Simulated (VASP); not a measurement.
# Sn (P6_3/mmc) in VASP: notebook

Runs on Sn. Level: PBEsol. Tasks: single point.

Program: VASP 6.6.1. These are calculated values, not measurements. Logs are shortened: lines on timing, memory, paths and dates and some standing lists are left out, and cuts for length are marked.

### Step 1. The cell of the first run

The structure is hexagonal, space group P6_3/mmc (No. 194). The conventional cell has a = 2.565 Å, b = 2.565 Å, c = 4.146 Å, α = 90.00°, β = 90.00°, γ = 120.00°. Sn (site symmetry -6m2) has 12 Sn at 2.55 to 2.57 Å within 3.4 Å.

### Step 2. Single point, PBEsol (volume scaled by 0.45)

File INCAR:

```
PREC     = Accurate       # precision mode
ENCUT    = 520            # plane-wave cutoff, eV
EDIFF    = 1E-6           # SCF threshold, eV
ISMEAR   = -1             # smearing method
SIGMA    = 0.1            # smearing width, eV
LREAL    = F              # projectors in reciprocal space
LASPH    = T              # aspherical terms in the spheres
NELM     = 80             # most SCF steps
ALGO     = Normal         # electronic algorithm
ISIF     = 2              # what is computed and relaxed
LWAVE    = F              # write WAVECAR
LCHARG   = F              # write CHGCAR
GGA      = PS             # functional
NBANDS   = 21             # bands
```

File KPOINTS:

```
regular mesh
0
Gamma
  13 13 7
```

File POSCAR:

```
Sn
1.0
    2.5653495555      0.0000000000      0.0000000000
   -1.2826747778      2.2216578847      0.0000000000
    0.0000000000      0.0000000000      4.1461779743
Sn
2
Direct
    0.3333333333      0.6666666667      0.2500000000
    0.6666666667      0.3333333333      0.7500000000
```

Potentials or basis: VASP PAW PBE potentials, release 64 (Sn_d).

The run is started by

```sh
cat potpaw_PBE.64/Sn_d/POTCAR > POTCAR
mpirun -np 1 vasp_std > vasp.out
```

OUTCAR:

```text
PREC = Accurate
   ENCUT = 520
   EDIFF = 1E-6
   ISMEAR = -1
   LREAL = F
   LASPH = T
   NELM = 80
   ISIF = 2
   GGA = PS

 ion  position               nearest neighbor table
   1  0.333  0.667  0.250-   2 2.55   2 2.55   2 2.55   2 2.55   2 2.55   2 2.55   2 3.62   2 3.62
                             2 3.62   2 3.62   2 3.62   2 3.62
   2  0.667  0.333  0.750-   1 2.55   1 2.55   1 2.55   1 2.55   1 2.55   1 2.55   1 3.62   1 3.62
                             1 3.62   1 3.62   1 3.62   1 3.62

  LATTYP: Found a hexagonal cell.
 ALAT       =     2.5653495555
 C/A-ratio  =     1.6162233975

  Lattice vectors:

 A1 = (   2.5653495555,   0.0000000000,   0.0000000000)
 A2 = (  -1.2826747778,   2.2216578847,   0.0000000000)
 A3 = (   0.0000000000,   0.0000000000,   4.1461779743)

Analysis of symmetry for initial positions (statically):
=====================================================================
 Subroutine PRICEL returns:
 Original cell was already a primitive cell.

 Routine SETGRP: Setting up the symmetry group for a
 hexagonal supercell.

 Subroutine GETGRP returns: Found 24 space group operations
 (whereof 12 operations were pure point group operations)
 out of a pool of 24 trial point group operations.

The static configuration has the point symmetry D_3d.
 The point group associated with its full space group is D_6h.

Analysis of symmetry for dynamics (positions and initial velocities):
=====================================================================
 Subroutine PRICEL returns:
 Original cell was already a primitive cell.

 Routine SETGRP: Setting up the symmetry group for a
 hexagonal supercell.

 Subroutine GETGRP returns: Found 24 space group operations
 (whereof 12 operations were pure point group operations)
 out of a pool of 24 trial point group operations.

The dynamic configuration has the point symmetry D_3d.
 The point group associated with its full space group is D_6h.

 Subroutine INISYM returns: Found 24 space group operations
 (whereof 12 operations are pure point group operations),
 and found     1 'primitive' translations

----------------------------------------------------------------------------------------

                                     Primitive cell

  volume of cell :      23.6304

  direct lattice vectors                    reciprocal lattice vectors
     2.565349556  0.000000000  0.000000000     0.389810425  0.225057154  0.000000000
    -1.282674778  2.221657885  0.000000000     0.000000000  0.450114307  0.000000000
     0.000000000  0.000000000  4.146177974     0.000000000  0.000000000  0.241185980

  length of vectors
     2.565349556  2.565349556  4.146177974     0.450114307  0.450114307  0.241185980

  position of ions in fractional coordinates (direct lattice)
     0.333333333  0.666666667  0.250000000
     0.666666667  0.333333333  0.750000000

  ion indices of the primitive-cell ions
   primitive index   ion index
                 1           1
                 2           2

----------------------------------------------------------------------------------------

 KPOINTS: regular mesh

Automatic generation of k-mesh.
 Grid dimensions read from file:
 generate k-points for:   13   13    7

 Generating k-lattice:

  Cartesian coordinates                     Fractional coordinates (reciprocal lattice)
     0.029985417  0.017312089  0.000000000     0.076923077 -0.000000000  0.000000000
     0.000000000  0.034624177  0.000000000     0.000000000  0.076923077  0.000000000
     0.000000000  0.000000000  0.034455140     0.000000000  0.000000000  0.142857143

  Length of vectors
     0.034624177  0.034624177  0.034455140

  Shift w.r.t. Gamma in fractional coordinates (k-lattice)
     0.000000000  0.000000000  0.000000000

 Subroutine IBZKPT returns following result:
 ===========================================

 Found     84 irreducible k-points:

 Following reciprocal coordinates:
            Coordinates               Weight
  0.000000  0.000000  0.000000      1.000000
  0.076923  0.000000  0.000000      6.000000
  0.153846 -0.000000  0.000000      6.000000
  0.230769 -0.000000  0.000000      6.000000
  0.307692 -0.000000  0.000000      6.000000
  0.384615  0.000000  0.000000      6.000000
[... 16 lines left out ...]
  0.076923  0.000000  0.142857     12.000000
  0.153846 -0.000000  0.142857     12.000000
 [... further k-points ...]
   k-points           NKPTS =     84   k-points in BZ     NKDIM =     84   number of bands    NBANDS=     21
   number of dos      NEDOS =    301   number of ions     NIONS =      2
   total plane-waves  NPLWV =  12800
   dimension x,y,z NGX =    20 NGY =   20 NGZ =   32
   dimension x,y,z NGXF=    40 NGYF=   40 NGZF=   64
   ions per type =               2
   NGX,Y,Z   is equivalent  to a cutoff of  12.96, 12.96, 12.83 a.u.
   NGXF,Y,Z  is equivalent  to a cutoff of  25.92, 25.92, 25.66 a.u.
 SYSTEM =  unknown system
   PREC   = accura    normal or accurate (medium, high low for compatibility)
   ISTART =      0    job   : 0-new  1-cont  2-samecut
   ICHARG =      2    charge: 1-file 2-atom 10-const
   ISPIN  =      1    spin polarized calculation?
   LNONCOLLINEAR =      F non collinear calculations
   LSORBIT =      F    spin-orbit coupling
   LASPH  =      T    aspherical Exc in radial PAW
   ENCUT  =  520.0 eV  38.22 Ry    6.18 a.u.   4.77  4.77  7.71*2*pi/ulx,y,z
   NELM   =     80;   NELMIN=  2; NELMDL= -5     # of ELM steps
   EDIFF  = 0.1E-05   stopping-criterion for ELM
   LREAL  =      F    real-space projection
   EDIFFG = 0.1E-04   stopping-criterion for IOM
   NSW    =      0    number of steps for IOM
   IBRION =     -1    ionic relax: 0-MD 1-quasi-New 2-CG
   NFREE  =      0    steps in history (QN), initial steepest desc. (CG)
   ISIF   =      2    stress and relaxation
   ISYM   =      2    0-nonsym 1-usesym 2-fastsym
   POTIM  = 0.5000    time-step for ionic-motion
   TEBEG  =    0.0;   TEEND  =   0.0 temperature during run
   PSTRESS=    0.0 pullay stress
   NELECT =      28.0000    total number of electrons
   NUPDOWN=      -1.0000    fix difference up-down
   EMIN   =  10.00;   EMAX   =-10.00  energy-range for DOS
   EFERMI =   0.00;   METHOD = LEGACY
   ISMEAR =    -1;   SIGMA  =   0.10  broadening in eV -4-tet -1-fermi 0-gaus
   EFERMI_NEDOS =   21; number of points for ismear=-14 and -15
   IALGO  =     38    algorithm
   IMIX   =      4    mixing-type and parameters
     AMIX     =   0.40;   BMIX     =  1.00
     AMIX_MAG =   1.60;   BMIX_MAG =  1.00
  volume/ion in A,a.u.               =      11.82        79.73
  Fermi-wavevector in a.u.,A,eV,Ry     =   1.732355  3.273677 40.831827  3.001055
  Thomas-Fermi vector in A             =   2.806547
   LORBIT       =      0    0 simple, 1 ext, 2 COOP (PROOUT), +10 PAW based schemes
   GGA     = PS    functional components
   LHFCALC =     F    Hartree Fock is set to
   AEXX    =    0.0000 exact exchange contribution
   IVDW    =     0    specifies the selected vdW correction
   LEPSILON=     F    determine dielectric tensor
   LRPA    =     F    only Hartree local field effects (RPA)
 non-spin polarized calculation
  energy-cutoff  :      520.00
  volume of cell :       23.63
 maximum number of plane-waves:       651
 NGX is ok and might be reduce to    20
   NGX =  9   NGY =  9   NGZ = 15

 number of electron      27.9999999 magnetization

 Free energy of the ion-electron system (eV)
  ---------------------------------------------------
  ext. energy  EPLUGINS =         0.00000000
  ---------------------------------------------------
  free energy    TOTEN  =         4.09512776 eV

  energy without entropy =        4.10625373  energy(sigma->0) =        4.10069075

 E-fermi :  24.0290     XC(G=0): -15.0995

 val. band max:       23.9079368803   @ k =   0.4615   0.0769   0.0000
 cond. band min:      24.0804162833   @ k =   0.3846   0.1538   0.4286
 fundamental gap:      0.1724794030
 Fermi energy:        24.0289713890

 k-point     1 :       0.0000    0.0000    0.0000
  band No.  band energies     occupation
      1      -1.0308      2.00000
      2      -0.3082      2.00000
      3      -0.2231      2.00000
      4      -0.2231      2.00000
      5      -0.0522      2.00000
      6      -0.0522      2.00000
[... 13 lines left out ...]
     20      37.7642      0.00000
     21      40.1740      0.00000

 k-point     2 :       0.0769    0.0000    0.0000
  band No.  band energies     occupation
      1      -0.9774      2.00000
      2      -0.3776      2.00000
      3      -0.1476      2.00000
      4      -0.1444      2.00000
      5      -0.0609      2.00000
      6       0.0178      2.00000
[... 13 lines left out ...]
     20      39.3414      0.00000
     21      39.5445      0.00000

 k-point     3 :       0.1538   -0.0000    0.0000
  band No.  band energies     occupation
      1      -0.8981      2.00000
      2      -0.4435      2.00000
      3      -0.1295      2.00000
      4      -0.0236      2.00000
      5       0.0483      2.00000
      6       0.0536      2.00000
[... 13 lines left out ...]
     20      39.0717      0.00000
     21      39.9995      0.00000

 k-point     4 :       0.2308   -0.0000    0.0000
  band No.  band energies     occupation
      1      -0.9790      2.00000
      2      -0.4231      2.00000
      3      -0.2829      2.00000
      4      -0.1291      2.00000
      5      -0.0699      2.00000
      6       0.2822      2.00000
[... 13 lines left out ...]
     20      39.1355      0.00000
     21      39.2472      0.00000

 k-point     5 :       0.3077   -0.0000    0.0000
  band No.  band energies     occupation
      1      -1.1535      2.00000
      2      -0.5814      2.00000
      3      -0.5109      2.00000
      4      -0.1899      2.00000
      5       0.0328      2.00000
      6       0.3858      2.00000
[... 13 lines left out ...]
     20      37.1439      0.00000
     21      40.1511      0.00000

 k-point     6 :       0.3846    0.0000    0.0000
  band No.  band energies     occupation
      1      -1.3095      2.00000
      2      -0.8307      2.00000
      3      -0.6264      2.00000
      4      -0.2831      2.00000
      5       0.1940      2.00000
      6       0.2657      2.00000
[... 13 lines left out ...]
     20      35.6538      0.00000
     21      40.2032      0.00000

 k-point     7 :       0.4615   -0.0000    0.0000
  band No.  band energies     occupation
      1      -1.3980      2.00000
      2      -0.9692      2.00000
      3      -0.6966      2.00000
      4      -0.3336      2.00000
      5       0.2052      2.00000
      6       0.2820      2.00000
[... 13 lines left out ...]
     20      34.8798      0.00000
     21      40.2383      0.00000
[... 291 lines left out ...]
      1      -1.0543      2.00000
      2      -0.7725      2.00000
      3      -0.3434      2.00000
      4      -0.2360      2.00000
      5       0.0499      2.00000
      6       0.2932      2.00000
[... 13 lines left out ...]
     20      40.5069      0.00000
     21      43.4346      0.00000

 k-point    21 :       0.3077    0.3077    0.0000
  band No.  band energies     occupation
      1      -1.0721      2.00000
      2      -0.4573      2.00000
      3      -0.4166      2.00000
      4      -0.1759      2.00000
      5      -0.0207      2.00000
      6       0.1102      2.00000
[... 13 lines left out ...]
     20      41.9767      0.00000
     21      44.4971      0.00000

 k-point    22 :       0.0000    0.0000    0.1429
  band No.  band energies     occupation
      1      -0.9879      2.00000
      2      -0.3260      2.00000
      3      -0.2700      2.00000
      4      -0.2700      2.00000
      5      -0.0866      2.00000
      6      -0.0866      2.00000
[... 13 lines left out ...]
     20      37.6099      0.00000
     21      40.2234      0.00000

 k-point    23 :       0.0769    0.0000    0.1429
  band No.  band energies     occupation
      1      -0.9364      2.00000
      2      -0.3743      2.00000
      3      -0.2312      2.00000
      4      -0.2055      2.00000
      5      -0.0997      2.00000
      6      -0.0175      2.00000
[... 13 lines left out ...]
     20      38.6118      0.00000
     21      39.9872      0.00000

 k-point    24 :       0.1538   -0.0000    0.1429
  band No.  band energies     occupation
      1      -0.8668      2.00000
      2      -0.4218      2.00000
      3      -0.2194      2.00000
      4      -0.1472      2.00000
      5      -0.0647      2.00000
      6       0.1758      2.00000
[... 13 lines left out ...]
     20      38.6083      0.00000
     21      38.9948      0.00000

 [... further k-points ...]

------------------------ aborting loop because EDIFF is reached ----------------------------------------

  FORCE on cell =-STRESS in cart. coord.  units (eV):
  Direction    XX          YY          ZZ          XY          YZ          ZX
  --------------------------------------------------------------------------------------
  -------------------------------------------------------------------------------------
  Total       44.4719397     44.4719397     44.5089141     -0.0000000      0.0000000     -0.0000000
  in kB     3015.2614943   3015.2614944   3017.7684128     -0.0000001      0.0000000     -0.0000000
  external PRESSURE =    3016.0971338 kB  Pullay stress =       0.0000000 kB

 VOLUME and BASIS-vectors are now :
 -----------------------------------------------------------------------------
  energy-cutoff  :      520.00
  volume of cell :       23.63
      direct lattice vectors                 reciprocal lattice vectors
     2.565349556  0.000000000  0.000000000     0.389810425  0.225057154  0.000000000
    -1.282674778  2.221657885  0.000000000     0.000000000  0.450114307  0.000000000
     0.000000000  0.000000000  4.146177974     0.000000000  0.000000000  0.241185980

 POSITION                                       TOTAL-FORCE (eV/Angst)
 -----------------------------------------------------------------------------------
     -0.00000      1.48111      1.03654        -0.000000      0.000000     -0.000000
      1.28267      0.74055      3.10963         0.000000     -0.000000      0.000000
 -----------------------------------------------------------------------------------
    total drift:                               -0.000000      0.000000      0.000000

  FREE ENERGIE OF THE ION-ELECTRON SYSTEM (eV)
  ---------------------------------------------------
  free  energy   TOTEN  =         4.0951277599 eV

  energy  without entropy=        4.1062537314  energy(sigma->0) =        4.10069075
```

Run time: 70 s. Hardware: 1 thread of AMD EPYC 7R13, shared host; peak memory 0.13 GiB.

Results:

* Free energy: 4.0951 eV
* Pressure: 301.6 GPa
* Band gap on the k mesh: zero (band 14 reaches 32.60 eV, above the bottom of band 15 at 19.93 eV)

Stress tensor (GPa, compression positive):
```
301.53   0.00   0.00
  0.00 301.53   0.00
  0.00   0.00 301.78
```

Caveat: the PAW data sets were made with another functional, which shifts forces and pressure a little; spin-orbit coupling is left out, which moves the levels of the heavy elements.

### Step 3. Single point, PBEsol (volume scaled by 0.55)

File INCAR:

```
SYSTEM = Sn
ALGO = Normal
EDIFF = 1E-6
ENCUT = 520
GGA = PS
ISIF = 2
ISMEAR = -1
LASPH = .True.
LCHARG = .True.
LELF = .True.
LREAL = .False.
LVHAR = .True.
LWAVE = .False.
NBANDS = 21
NELM = 60
PREC = Accurate
SIGMA = 0.1
```

File KPOINTS:

```
k-points
0
Gamma
  13 13 7
  0 0 0
```

File POSCAR:

```
Sn
1.0
    2.7440528806      0.0000000000      0.0000000000
   -1.3720264403      2.3764195039      0.0000000000
    0.0000000000      0.0000000000      4.4290059567
Sn
2
Direct
    0.3333333333      0.6666666667      0.2500000000
    0.6666666667      0.3333333333      0.7500000000
```

Potentials or basis: VASP PAW PBE potentials, release 64 (Sn_d).

The run is started by

```sh
cat potpaw_PBE.64/Sn_d/POTCAR > POTCAR
mpirun -np 1 vasp_std > vasp.out
```

Run time: 79 s. Hardware: 1 thread of AMD EPYC 7R13, shared host; peak memory 0.14 GiB.

Results (log left out):

| Quantity | Value |
| --- | --- |
| Free energy | -2.7432 eV |
| Pressure | 138.6 GPa |
| Band gap on the k mesh | zero (band 14 reaches 28.32 eV, above the bottom of band 15 at 14.84 eV) |

Stress tensor (GPa, compression positive):
```
138.55   0.00   0.00
  0.00 138.55   0.00
  0.00   0.00 138.82
```

Levels at points of the mesh, in eV from the Fermi level:
| k point | band 11 | band 12 | band 13 | band 14 | band 15 | band 16 | band 17 | band 18 |
| --- | --- | --- | --- | --- | --- | --- | --- | --- |
| (0.00, 0.00, 0.00) | -17.87 | -9.32 | -8.11 | 9.50 | 9.50 | 9.54 | 11.31 | 11.65 |

Caveat: the PAW data sets were made with another functional, which shifts forces and pressure a little; spin-orbit coupling is left out, which moves the levels of the heavy elements.
